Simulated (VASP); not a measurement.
# Si16O (a cell with a defect) in VASP: single point with r2SCAN

Aim: the single point of Si16O (a cell with a defect) with r2SCAN.

All numbers are computed with VASP 6.6.1; they aren't measurements. Logs are shortened: lines on timing, memory, paths and dates and some standing lists are left out, and cuts for length are marked.

## (1) The cell of the first run

The cell holds a defect, 17 atoms: a = 7.679 Å, b = 7.679 Å, c = 7.679 Å, α = 60.00°, β = 60.00°, γ = 60.00°.

## (2) Single point, r2SCAN, collinear spin, ferromagnetic start

POSCAR

```
Si16O
1.0
    0.0000000000      5.4300000000      5.4300000000
    5.4300000000      0.0000000000      5.4300000000
    5.4300000000      5.4300000000      0.0000000000
Si O
16 1
Direct
    0.0108983323     -0.0323187123      0.0106190076
    0.1073315117      0.1309926635      0.1073111140
    0.0499813739     -0.0069337420      0.4786289407
    0.1074558163      0.1311741320      0.6542335637
   -0.0049254309      0.5006528994     -0.0048942997
    0.1352845468      0.5944400234      0.1352092220
   -0.0048557247      0.5007604091      0.5093208725
    0.1330145043      0.6234572219      0.6219987306
    0.4785511971     -0.0070276683      0.0502550067
    0.6544850211      0.1310989666      0.1073583936
    0.4787002072     -0.0068593253      0.4786833490
    0.6334230354      0.1001697600      0.6328334814
    0.5093866502      0.5007283013     -0.0048638176
    0.6219393827      0.6233239231      0.1331986954
    0.5093878079      0.4721664295      0.5095639918
    0.6219182798      0.6235882257      0.6219749236
    0.3318224889      1.0048146924      0.3317661248
```

INCAR.step1

```
PREC = Accurate
ENCUT = 580
ISMEAR = 0
SIGMA = 0.02
LREAL = False
LASPH = True
NELM = 200
ISPIN = 2
MAGMOM = 0 0 0 0 0 0 0 0 0 0 0 0 0 0 0 0 1
NBANDS = 53
GGA = PE
ALGO = Normal
EDIFF = 1E-5
LWAVE = True
LCHARG = False
GGA_COMPAT = False
```

INCAR.step2

```
PREC = Accurate
ENCUT = 580
EDIFF = 1E-6
ISMEAR = 0
SIGMA = 0.02
LREAL = False
LASPH = True
NELM = 200
ALGO = Normal
ISIF = 2
LWAVE = False
LCHARG = True
ISPIN = 2
MAGMOM = 0 0 0 0 0 0 0 0 0 0 0 0 0 0 0 0 1
LORBIT = 11
METAGGA = R2SCAN
LMIXTAU = True
LELF = True
LVHAR = True
NBANDS = 53
ISTART = 1
GGA_COMPAT = False
```

KPOINTS

```
Automatic mesh
0
Gamma
  2 2 2
```

Potentials or basis: VASP PAW PBE potentials, release 64 (Si, O).

Command:

```bash
> cat potpaw_PBE.64/Si/POTCAR potpaw_PBE.64/O/POTCAR > POTCAR
> cp INCAR.step1 INCAR
> mpirun -np 1 vasp_std > vasp.out
> cp INCAR.step2 INCAR
> mpirun -np 1 vasp_std > vasp.out
```

OUTCAR:

```text
PREC = Accurate
   ENCUT = 580
   EDIFF = 1E-6
   ISMEAR = 0
   LREAL = False
   LASPH = True
   NELM = 200
   ISIF = 2
   ISPIN = 2
   LORBIT = 11
   METAGGA = R2SCAN
   ISTART = 1

 ion  position               nearest neighbor table
   1  0.011  0.968  0.011-   4 2.25  10 2.25   2 2.25   6 2.34
   2  0.107  0.131  0.107-   1 2.25   5 2.32   9 2.37   3 2.37  17 2.55
   3  0.050  0.993  0.479-  17 1.90   8 2.33   4 2.37   2 2.37  12 2.62
   4  0.107  0.131  0.654-   1 2.25   7 2.32   3 2.37  11 2.37  17 2.55
   5  0.995  0.501  0.995-   2 2.32   8 2.34  14 2.34   6 2.35
   6  0.135  0.594  0.135-   1 2.34   5 2.35  13 2.35   7 2.35
   7  0.995  0.501  0.509-   4 2.32  16 2.34   8 2.34   6 2.35
   8  0.133  0.623  0.622-   3 2.33   5 2.34   7 2.34  15 2.37
   9  0.479  0.993  0.050-  17 1.90  14 2.33  10 2.37   2 2.37  12 2.63
  10  0.654  0.131  0.107-   1 2.25  13 2.32   9 2.37  11 2.37  17 2.55
  11  0.479  0.993  0.479-  17 1.90  16 2.33   4 2.37  10 2.37  12 2.62
  12  0.633  0.100  0.633-  15 2.33  11 2.62   3 2.62   9 2.63
  13  0.509  0.501  0.995-  10 2.32  16 2.34  14 2.34   6 2.35
  14  0.622  0.623  0.133-   9 2.33   5 2.34  13 2.34  15 2.37
  15  0.509  0.472  0.510-  12 2.33  14 2.37   8 2.37  16 2.37
  16  0.622  0.624  0.622-  11 2.33  13 2.34   7 2.34  15 2.37
  17  0.332  0.005  0.332-   9 1.90   3 1.90  11 1.90   4 2.55  10 2.55   2 2.55

  LATTYP: Found a face centered cubic cell.
 ALAT       =    10.8600000000

  Lattice vectors:

 A1 = (   0.0000000000,   5.4300000000,   5.4300000000)
 A2 = (   5.4300000000,   0.0000000000,   5.4300000000)
 A3 = (   5.4300000000,   5.4300000000,   0.0000000000)

Analysis of symmetry for initial positions (statically):
=====================================================================
 Subroutine PRICEL returns:
 Original cell was already a primitive cell.

 Routine SETGRP: Setting up the symmetry group for a
 face centered cubic supercell.

 Subroutine GETGRP returns: Found  1 space group operations
 (whereof  1 operations were pure point group operations)
 out of a pool of 48 trial point group operations.

The static configuration has the point symmetry C_1 .

Analysis of symmetry for dynamics (positions and initial velocities):
=====================================================================
 Subroutine PRICEL returns:
 Original cell was already a primitive cell.

 Routine SETGRP: Setting up the symmetry group for a
 face centered cubic supercell.

 Subroutine GETGRP returns: Found  1 space group operations
 (whereof  1 operations were pure point group operations)
 out of a pool of 48 trial point group operations.

The dynamic configuration has the point symmetry C_1 .

Analysis of structural, dynamic, and magnetic symmetry:
[... 173 lines left out ...]

 E-fermi :   6.3408     XC(G=0): -10.0030

 val. band max:        6.2379321904   @ k =   0.0000   0.5000   0.0000
 cond. band min:       6.5067063829   @ k =   0.0000   0.0000   0.0000
 fundamental gap:      0.2687741925
 Fermi energy:         6.3407934783

 spin component 1

 k-point     1 :       0.0000    0.0000    0.0000
  band No.  band energies     occupation
      1     -15.5746      1.00000
      2      -6.3911      1.00000
      3      -4.8263      1.00000
      4      -4.8246      1.00000
      5      -4.3386      1.00000
      6      -3.6657      1.00000
[... 389 lines left out ...]
     46      10.5909      0.00000
     47      10.6675      0.00000
 Fermi energy:         6.3407934783

 spin component 2

 k-point     1 :       0.0000    0.0000    0.0000
  band No.  band energies     occupation
      1     -15.5746      1.00000
      2      -6.3911      1.00000
      3      -4.8263      1.00000
      4      -4.8246      1.00000
      5      -4.3386      1.00000
      6      -3.6657      1.00000
[... 389 lines left out ...]
     46      10.5909      0.00000
     47      10.6675      0.00000
 [bands above 47 left out]

------------------------ aborting loop because EDIFF is reached ----------------------------------------

  FORCE on cell =-STRESS in cart. coord.  units (eV):
  Direction    XX          YY          ZZ          XY          YZ          ZX
  --------------------------------------------------------------------------------------
  -------------------------------------------------------------------------------------
  Total        4.8173691      4.7860528      4.7990966     -0.4062666     -0.4142713      0.4015538
  in kB       24.1041056     23.9474121     24.0126777     -2.0327888     -2.0728409      2.0092079
  external PRESSURE =      24.0213984 kB  Pullay stress =       0.0000000 kB

 VOLUME and BASIS-vectors are now :
 -----------------------------------------------------------------------------
  energy-cutoff  :      580.00
  volume of cell :      320.21
      direct lattice vectors                 reciprocal lattice vectors
     0.000000000  5.430000000  5.430000000    -0.092081031  0.092081031  0.092081031
     5.430000000  0.000000000  5.430000000     0.092081031 -0.092081031  0.092081031
     5.430000000  5.430000000  0.000000000     0.092081031  0.092081031 -0.092081031

 POSITION                                       TOTAL-FORCE (eV/Angst)
 -----------------------------------------------------------------------------------
      5.31217      0.11684      5.31369         0.017059     -0.009828      0.012646
      1.29399      1.16551      1.29410        -0.000050      0.010606      0.003763
      7.99130      2.87035      5.66375        -0.000220     -0.011724     -0.019456
      4.26476      4.13597      1.29576         0.001220      0.001528     -0.005105
      8.12197     10.80668      8.12180        -0.004641      0.008431     -0.007752
      3.96200      1.46878      3.96240         0.003098     -0.001041      0.002356
[... 9 lines left out ...]
      6.76341      6.75434      6.76310        -0.009605     -0.001114     -0.005881
      1.82763      3.60329      1.82794         0.002696      0.000452      0.002413
 -----------------------------------------------------------------------------------
    total drift:                                0.000069     -0.000072      0.000077

  FREE ENERGIE OF THE ION-ELECTRON SYSTEM (eV)
  ---------------------------------------------------
  free  energy   TOTEN  =      -144.9861019046 eV

  energy  without entropy=     -144.9861019046  energy(sigma->0) =     -144.98610190

 total charge

# of ion       s       p       d       tot
------------------------------------------
    1        0.742   1.043   0.000   1.785
    2        0.764   0.968   0.000   1.732
    3        0.729   0.901   0.000   1.630
    4        0.764   0.969   0.000   1.733
    5        0.735   0.984   0.000   1.719
    6        0.737   0.974   0.000   1.711
[... 9 lines left out ...]
   16        0.740   0.981   0.000   1.721
   17        1.598   3.479   0.000   5.077
--------------------------------------------------
tot         13.535  18.775   0.000  32.310

 magnetization (x)

# of ion       s       p       d       tot
------------------------------------------
    1        0.000   0.000   0.000   0.000
    2        0.000  -0.000   0.000   0.000
    3        0.000  -0.000   0.000  -0.000
    4        0.000  -0.000   0.000  -0.000
    5       -0.000   0.000   0.000  -0.000
    6        0.000  -0.000   0.000  -0.000
[... 9 lines left out ...]
   16       -0.000  -0.000   0.000  -0.000
   17       -0.000   0.000   0.000   0.000
--------------------------------------------------
tot          0.000   0.000   0.000   0.000
```

Wall time 18 min (1 thread of Oxide Virtual Turin-like, shared host); peak memory 0.84 GiB.

Results:

| Quantity | Value |
| --- | --- |
| Free energy | -144.9861 eV |
| Pressure | 2.4 GPa |
| Largest force | 0.029 eV/Å |
| Band gap on the k mesh | zero (filled and empty bands overlap) |
| Net moment | 0.00 μB per cell |
| Valence electrons inside the program's atomic spheres | Si 1.78, 1.73, 1.63, 1.72, 1.71, 1.62 (each value once); O 5.08 |

Forces in eV/Å, atoms in the order of the input:
```
Si   0.017 -0.010  0.013
Si   0.000  0.011  0.004
Si   0.000 -0.012 -0.019
Si   0.001  0.002 -0.005
Si  -0.005  0.008 -0.008
Si   0.003 -0.001  0.002
Si   0.000  0.003 -0.001
Si  -0.007 -0.002  0.005
Si  -0.025 -0.013  0.007
Si  -0.004 -0.003 -0.006
Si   0.000  0.014  0.007
Si   0.023  0.009  0.005
Si  -0.002  0.007 -0.004
Si   0.007 -0.006  0.002
Si  -0.002 -0.006  0.002
Si  -0.010 -0.001 -0.006
O    0.003  0.000  0.002
```

Caveat: the k points lie up to 0.50 Å⁻¹ apart; the PAW data sets were made with another functional, which shifts forces and pressure a little.

The gap in the log of VASP goes by the Fermi energy; the results here count the filled bands.